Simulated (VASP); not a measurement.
Set up this calculation in VASP 6.6.1, as the native input.

| Property | Result |
| --- | --- |
| Task | single point |
| Functional | r2SCAN |
| Potentials or basis | VASP PAW PBE potentials, release 64 (B, As) |
| Cutoff | 520 eV |
| k mesh | 6 × 6 × 6 |
| Occupations | gaussian, width 0.02 eV |
| Spin | no spin polarisation |
| Dipole correction | no |
| Further INCAR settings | ALGO = Normal; EDIFF = 1e-07; NBANDS = 36 |

The system is B6As.

```xyz
14
Lattice="3.0937 1.7861 4.0118 -3.0937 1.7861 4.0118 0.0000 -3.5722 4.0118" Properties=species:S:1:pos:R:3 pbc="T T T"
B     0.0000   -1.1084    1.4184
B    -0.9599    0.5542    1.4184
B     1.7008   -0.9819    7.6880
B     0.0000    1.9639    7.6880
B    -1.7008   -0.9819    7.6880
B     1.7008    0.9819    4.3474
B    -1.7008    0.9819    4.3474
B     0.0000   -1.9639    4.3474
B     0.9599   -0.5542   10.6170
B     0.0000    1.1084   10.6170
B    -0.9599   -0.5542   10.6170
B     0.9599    0.5542    1.4184
As    0.0000    0.0000    7.2236
As    0.0000    0.0000    4.8118
```

These files were run (other wordings do the same):

POSCAR

```
B6As
1.0
    3.0936558736      1.7861230514      4.0117923265
   -3.0936558736      1.7861230514      4.0117923265
    0.0000000000     -3.5722461028      4.0117923265
B As
12 2
Direct
    0.0144285436      0.0144285436      0.3247022487
    0.0144285436      0.3247022487      0.0144285436
    0.8220348138      0.2722806117      0.8220348138
    0.8220348138      0.8220348138      0.2722806117
    0.2722806117      0.8220348138      0.8220348138
    0.7277193883      0.1779651862      0.1779651862
    0.1779651862      0.7277193883      0.1779651862
    0.1779651862      0.1779651862      0.7277193883
    0.9855714564      0.6752977513      0.9855714564
    0.9855714564      0.9855714564      0.6752977513
    0.6752977513      0.9855714564      0.9855714564
    0.3247022487      0.0144285436      0.0144285436
    0.6001964782      0.6001964782      0.6001964782
    0.3998035218      0.3998035218      0.3998035218
```

INCAR.step1

```
SYSTEM = B6As
PREC = Accurate
ENCUT = 520
ISMEAR = 0
SIGMA = 0.02
LREAL = .FALSE.
LASPH = .TRUE.
NELM = 60
NBANDS = 36
GGA = PE
ALGO = Normal
EDIFF = 1E-4
LWAVE = .TRUE.
LCHARG = .FALSE.
```

INCAR.step2

```
SYSTEM = B6As
PREC = Accurate
ENCUT = 520
EDIFF = 1E-7
ISMEAR = 0
SIGMA = 0.02
LREAL = .FALSE.
LASPH = .TRUE.
NELM = 60
ALGO = Normal
ISIF = 2
LWAVE = .FALSE.
LCHARG = .FALSE.
METAGGA = R2SCAN
LMIXTAU = .TRUE.
NBANDS = 36
ISTART = 1
```

KPOINTS

```
Automatic mesh
0
G
  6 6 6
  0 0 0
```

Potentials or basis: VASP PAW PBE potentials, release 64 (B, As).

Launch:

```bash
$ cat potpaw_PBE.64/B/POTCAR potpaw_PBE.64/As/POTCAR > POTCAR
$ cp INCAR.step1 INCAR
$ mpirun -np 1 vasp_std > vasp.out
$ cp INCAR.step2 INCAR
$ mpirun -np 1 vasp_std > vasp.out
```

Results of the run:

The pressure is -5.1 GPa, the largest force is 0.014 eV/Å and the band gap on the k mesh is 2.77 eV.

Caveat: the cell stands under tension; the PAW data sets were made with another functional, which shifts forces and pressure a little.

It took 20 min on 1 thread of Intel Xeon 8259CL, on a shared host, peak memory 0.32 GiB.
